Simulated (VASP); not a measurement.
# V (P6_3/mmc) in VASP: a series of runs, part 2 of 2

VASP 6.6.1. Earlier steps stand in the parts before.

**3. Single point, PBE, collinear spin, ferrimagnetic start**

The input, INCAR:

```
PREC = Accurate ; ENCUT = 520
EDIFF = 1E-7 ; ISMEAR = -1
SIGMA = 0.05 ; LREAL = False
LASPH = True ; NELM = 150
ALGO = Fast ; ISIF = 2
LWAVE = False ; LCHARG = False
ISPIN = 2 ; MAGMOM = -2.03 2.33
LORBIT = 11 ; LMAXMIX = 4
GGA = PE ; NBANDS = 24
```

The input, KPOINTS:

```
Automatic mesh
0
Gamma
  12 12 6
```

The input, POSCAR:

```
V
1.0
    2.6042941027      0.0000000000      0.0000000000
   -1.3021470513      2.2553848518      0.0000000000
    0.0000000000      0.0000000000      4.7233360000
V
2
Direct
    0.3333333333      0.6666666667      0.2500000000
    0.6666666667      0.3333333333      0.7500000000
```

Potentials or basis: VASP PAW PBE potentials, release 64 (V_sv).

The run is started by

```
$ cat potpaw_PBE.64/V_sv/POTCAR > POTCAR
$ mpirun -np 1 vasp_std > vasp.out
```

OUTCAR:

```text
PREC = Accurate
   ENCUT = 520
   EDIFF = 1E-7
   ISMEAR = -1
   LREAL = False
   LASPH = True
   NELM = 150
   ISIF = 2
   ISPIN = 2
   LORBIT = 11
   GGA = PE

 ion  position               nearest neighbor table
   1  0.333  0.667  0.250-   2 2.80   2 2.80   2 2.80   2 2.80   2 2.80   2 2.80
   2  0.667  0.333  0.750-   1 2.80   1 2.80   1 2.80   1 2.80   1 2.80   1 2.80

  LATTYP: Found a hexagonal cell.
 ALAT       =     2.6042941027
 C/A-ratio  =     1.8136722712

  Lattice vectors:

 A1 = (   2.6042941027,   0.0000000000,   0.0000000000)
 A2 = (  -1.3021470513,   2.2553848518,   0.0000000000)
 A3 = (   0.0000000000,   0.0000000000,   4.7233360000)

Analysis of symmetry for initial positions (statically):
=====================================================================
 Subroutine PRICEL returns:
 Original cell was already a primitive cell.

 Routine SETGRP: Setting up the symmetry group for a
 hexagonal supercell.

 Subroutine GETGRP returns: Found 24 space group operations
 (whereof 12 operations were pure point group operations)
 out of a pool of 24 trial point group operations.

The static configuration has the point symmetry D_3d.
 The point group associated with its full space group is D_6h.

Analysis of symmetry for dynamics (positions and initial velocities):
=====================================================================
 Subroutine PRICEL returns:
 Original cell was already a primitive cell.

 Routine SETGRP: Setting up the symmetry group for a
 hexagonal supercell.

 Subroutine GETGRP returns: Found 24 space group operations
 (whereof 12 operations were pure point group operations)
 out of a pool of 24 trial point group operations.

The dynamic configuration has the point symmetry D_3d.
 The point group associated with its full space group is D_6h.

Analysis of structural, dynamic, and magnetic symmetry:
=====================================================================
 Subroutine PRICEL returns:
 Original cell was already a primitive cell.

 Routine SETGRP: Setting up the symmetry group for a
 hexagonal supercell.

 Subroutine GETGRP returns: Found 12 space group operations
 (whereof  6 operations were pure point group operations)
 out of a pool of 24 trial point group operations.

The overall configuration has the point symmetry C_3v.
 The point group associated with its full space group is D_3h.

 Subroutine INISYM returns: Found 12 space group operations
 (whereof  6 operations are pure point group operations),
 and found     1 'primitive' translations

----------------------------------------------------------------------------------------

                                     Primitive cell

  volume of cell :      27.7434

  direct lattice vectors                    reciprocal lattice vectors
     2.604294103  0.000000000  0.000000000     0.383981210  0.221691655  0.000000000
    -1.302147051  2.255384852  0.000000000     0.000000000  0.443383310  0.000000000
     0.000000000  0.000000000  4.723336000     0.000000000  0.000000000  0.211714771

  length of vectors
     2.604294103  2.604294103  4.723336000     0.443383310  0.443383310  0.211714771

  position of ions in fractional coordinates (direct lattice)
[... 67 lines left out ...]
   NGX,Y,Z   is equivalent  to a cutoff of  12.77, 12.77, 12.67 a.u.
   NGXF,Y,Z  is equivalent  to a cutoff of  25.53, 25.53, 25.34 a.u.
 SYSTEM =  unknown system
   PREC   = accura    normal or accurate (medium, high low for compatibility)
   ISTART =      0    job   : 0-new  1-cont  2-samecut
   ICHARG =      2    charge: 1-file 2-atom 10-const
   ISPIN  =      2    spin polarized calculation?
   LNONCOLLINEAR =      F non collinear calculations
   LSORBIT =      F    spin-orbit coupling
   LASPH  =      T    aspherical Exc in radial PAW
   ENCUT  =  520.0 eV  38.22 Ry    6.18 a.u.   4.84  4.84  8.78*2*pi/ulx,y,z
   NELM   =    150;   NELMIN=  2; NELMDL= -5     # of ELM steps
   EDIFF  = 0.1E-06   stopping-criterion for ELM
   LREAL  =      F    real-space projection
   EDIFFG = 0.1E-05   stopping-criterion for IOM
   NSW    =      0    number of steps for IOM
   IBRION =     -1    ionic relax: 0-MD 1-quasi-New 2-CG
   NFREE  =      0    steps in history (QN), initial steepest desc. (CG)
   ISIF   =      2    stress and relaxation
   ISYM   =      2    0-nonsym 1-usesym 2-fastsym
   POTIM  = 0.5000    time-step for ionic-motion
   TEBEG  =    0.0;   TEEND  =   0.0 temperature during run
   PSTRESS=    0.0 pullay stress
   NELECT =      26.0000    total number of electrons
   NUPDOWN=      -1.0000    fix difference up-down
   EMIN   =  10.00;   EMAX   =-10.00  energy-range for DOS
   EFERMI =   0.00;   METHOD = LEGACY
   ISMEAR =    -1;   SIGMA  =   0.05  broadening in eV -4-tet -1-fermi 0-gaus
   EFERMI_NEDOS =   21; number of points for ismear=-14 and -15
   IALGO  =     68    algorithm
   IMIX   =      4    mixing-type and parameters
     AMIX     =   0.40;   BMIX     =  1.00
     AMIX_MAG =   1.60;   BMIX_MAG =  1.00
  volume/ion in A,a.u.               =      13.87        93.61
  Fermi-wavevector in a.u.,A,eV,Ry     =   1.602062  3.027459 34.920768  2.566604
  Thomas-Fermi vector in A             =   2.698942
   LORBIT       =     11    0 simple, 1 ext, 2 COOP (PROOUT), +10 PAW based schemes
   GGA     = PE    functional components
   LHFCALC =     F    Hartree Fock is set to
   AEXX    =    0.0000 exact exchange contribution
   IVDW    =     0    specifies the selected vdW correction
   LEPSILON=     F    determine dielectric tensor
   LRPA    =     F    only Hartree local field effects (RPA)
 spin polarized calculation
 RMM-DIIS sequential band-by-band and
  energy-cutoff  :      520.00
  volume of cell :       27.74
 maximum number of plane-waves:       771
 NGX is ok and might be reduce to    20
   NGX =  9   NGY =  9   NGZ = 17

 number of electron      26.0000014 magnetization      -0.0000430

 number of electron      26.0000014 magnetization       0.0000058

 Free energy of the ion-electron system (eV)
  ---------------------------------------------------
  ext. energy  EPLUGINS =         0.00000000
  ---------------------------------------------------
  free energy    TOTEN  =       -17.49697448 eV

  energy without entropy =      -17.47099458  energy(sigma->0) =      -17.48398453

 E-fermi :   9.6974     XC(G=0): -12.7271

 val. band max:        9.6821932562   @ k =   0.1667  -0.0000   0.0000
 cond. band min:       9.7126851860   @ k =   0.3333   0.1667   0.5000
 fundamental gap:      0.0304919298
 Fermi energy:         9.6973686865

 spin component 1

 k-point     1 :       0.0000    0.0000    0.0000
  band No.  band energies     occupation
      1     -54.3261      1.00000
      2     -54.2193      1.00000
      3     -28.4262      1.00000
      4     -27.7941      1.00000
      5     -27.6565      1.00000
      6     -27.6565      1.00000
[... 637 lines left out ...]
     23      24.6256      0.00000
     24      26.7712      0.00000

 [... further k-points ...]

 spin component 2

 k-point     1 :       0.0000    0.0000    0.0000
  band No.  band energies     occupation
      1     -54.3261      1.00000
      2     -54.2193      1.00000
      3     -28.4262      1.00000
      4     -27.7941      1.00000
      5     -27.6565      1.00000
      6     -27.6565      1.00000
[... 637 lines left out ...]
     23      24.6256      0.00000
     24      26.7715      0.00000

 [... further k-points ...]
[... 5 lines left out ...]
  --------------------------------------------------------------------------------------
  -------------------------------------------------------------------------------------
  Total        0.0090629      0.0090629     -0.1886167      0.0000000      0.0000000      0.0000000
  in kB        0.5233788      0.5233788    -10.8925893      0.0000000      0.0000000      0.0000000
  external PRESSURE =      -3.2819439 kB  Pullay stress =       0.0000000 kB

 VOLUME and BASIS-vectors are now :
 -----------------------------------------------------------------------------
  energy-cutoff  :      520.00
  volume of cell :       27.74
      direct lattice vectors                 reciprocal lattice vectors
     2.604294103  0.000000000  0.000000000     0.383981210  0.221691655  0.000000000
    -1.302147051  2.255384852  0.000000000     0.000000000  0.443383310  0.000000000
     0.000000000  0.000000000  4.723336000     0.000000000  0.000000000  0.211714771

 POSITION                                       TOTAL-FORCE (eV/Angst)
 -----------------------------------------------------------------------------------
     -0.00000      1.50359      1.18083         0.000000      0.000000      0.000000
      1.30215      0.75179      3.54250        -0.000000      0.000000      0.000000
 -----------------------------------------------------------------------------------
    total drift:                                0.000000     -0.000000      0.000000

  FREE ENERGIE OF THE ION-ELECTRON SYSTEM (eV)
  ---------------------------------------------------
  free  energy   TOTEN  =       -17.4969744761 eV

  energy  without entropy=      -17.4709945774  energy(sigma->0) =      -17.48398453

 total charge

# of ion       s       p       d       tot
------------------------------------------
    1        2.343   6.208   3.077  11.628
    2        2.343   6.208   3.077  11.628
--------------------------------------------------
tot          4.686  12.417   6.154  23.256

 magnetization (x)

# of ion       s       p       d       tot
------------------------------------------
    1       -0.000  -0.000  -0.000  -0.000
    2        0.000   0.000   0.000   0.000
--------------------------------------------------
tot          0.000   0.000   0.000   0.000
```

stdout:

```text
POSCAR found type information on POSCAR V
 POSCAR found :  1 types and       2 ions
 scaLAPACK will be used
 LDA part: xc-table for (Slater+PW92), standard interpolation
 POSCAR, INCAR and KPOINTS ok, starting setup
 FFT: planning ... GRIDC
 FFT: planning ... GRID_SOFT
 FFT: planning ... GRID
 WAVECAR not read
 entering main loop
 num prob RMM:  19    -0.174969744761E+02   -0.61984E-07   -0.14289E-08  4008   0.125E-03
```

Run time: 95 s. Hardware: 1 thread of Intel Xeon Platinum 8259CL at 2.50GHz (Skylake/Cascade Lake), shared host; peak memory 0.19 GiB.

What came out:

```
Free energy                                           : -17.4970 eV
Pressure                                              : -0.3 GPa
Band gap on the k mesh                                : zero (filled and empty bands overlap)
Net moment                                            : 0.00 μB per cell
Valence electrons inside the program's atomic spheres : V 11.63
```
